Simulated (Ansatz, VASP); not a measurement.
**Two plane-wave programs on LiF**

```
Li F
1.0
     0.00000    2.03379    2.03379
     2.03379    0.00000    2.03379
     2.03379    2.03379    0.00000
Li F
1 1
Direct
  0.00000 0.00000 0.00000
  0.50000 0.50000 0.50000
```

Alike in both runs: functional PBE; k mesh 10 × 10 × 10; occupations gaussian, width 0.02 eV; no spin polarisation.

Ansatz relaxed the structure, and its values are those at the end. VASP's run is a single point on that final structure, the one shown.

```csv
,VASP,Ansatz
version,VASP 6.6.1,Ansatz 0.2.0
potentials or method,"VASP PAW PBE potentials, release 64 (Li_sv, F), cutoff 520 eV","scalar-relativistic, plane waves, PAW"
valence electrons in the cell,10,10
```

```tsv
	VASP	Ansatz	Ansatz less VASP
gap on the k mesh at the Fermi level (eV)	8.83	8.83	+0.001
least direct gap on the mesh (eV)	8.83	8.83	+0.001
```

With one functional, cell and mesh, what is left measures potentials, basis and numerics.

Noted on VASP's run: the cutoff is under 1.25 times that of the potentials, so the pressure is a little rough.
